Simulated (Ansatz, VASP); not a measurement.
LiHI2 in VASP and in Ansatz

INCAR

```
PREC = Accurate
ENCUT = 520
EDIFF = 1E-6
ISMEAR = 0
SIGMA = 0.02
LREAL = F
LASPH = T
NELM = 100
ALGO = Normal
ISIF = 2
LWAVE = F
LCHARG = F
GGA = PS
NBANDS = 17
```

KPOINTS

```
regular mesh
0
Gamma
  9 9 9
```

File POSCAR:

```
LiHI2
1.0
    1.9493814084      1.1254758809      5.6243970940
   -1.9493814084      1.1254758809      5.6243970940
    0.0000000000     -2.2509517618      5.6243970940
Li H I
1 1 2
Direct
    0.0000000000      0.0000000000      0.0000000000
    0.5000000000      0.5000000000      0.5000000000
    0.4025064112      0.4025064112      0.4025064112
    0.5974935888      0.5974935888      0.5974935888
```

Input for Ansatz:

```yaml
crystal:
  lattice:
    - [1.9493814084, 1.1254758809, 5.624397094]
    - [-1.9493814084, 1.1254758809, 5.624397094]
    - [0.0, -2.2509517618, 5.624397094]
  atoms:
    - { symbol: Li, position: [0.0, 0.0, 0.0] }
    - { symbol: H, position: [0.5, 0.5, 0.5] }
    - { symbol: I, position: [0.4025064112, 0.4025064112, 0.4025064112] }
    - { symbol: I, position: [0.5974935888, 0.5974935888, 0.5974935888] }
basis:
  ecutwfc: 420
kpoints:
  mp_grid: { grid: [9, 9, 9] }
hamiltonian:
  xc: pbesol
scf:
  occupations: { method: gaussian, width: 0.02 }
output:
  forces: true
  stress: true
  eigenvalues: true
```

Alike in both runs: task single point; functional PBEsol; k mesh 9 × 9 × 9; occupations gaussian, width 0.02 eV; no spin polarisation.

|  | VASP | Ansatz |
| --- | --- | --- |
| version | VASP 6.6.1 | Ansatz 0.2.0 |
| potentials or method | VASP PAW PBE potentials, release 64 (Li_sv, H, I), cutoff 520 eV | scalar-relativistic, plane waves, PAW |
| valence electrons in the cell | 18 | 38 |

Ansatz gave:

```
gap on the k mesh at the Fermi level (eV) : 1.48
least direct gap on the mesh (eV)         : 2.74
rms of the force components (eV/Å)        : 0.468
```

Question: What did VASP give for the same quantities?

Answer: gap on the k mesh at the Fermi level (eV): 1.45; least direct gap on the mesh (eV): 2.73; rms of the force components (eV/Å): 0.469.

VASP's potentials were made for PBE, not for PBEsol. Atom by atom the forces differ by 0.001 eV/Å (rms over components). The functional is the same, so the differences come from potentials, cutoffs and numerics. VASP's potentials hold 18 valence electrons a cell and Ansatz's 38, so a difference there can come from the potentials and not from the codes.

Spin-orbit coupling is off throughout. Noted on VASP's run: the cutoff is short for stress, so the pressure is rough.
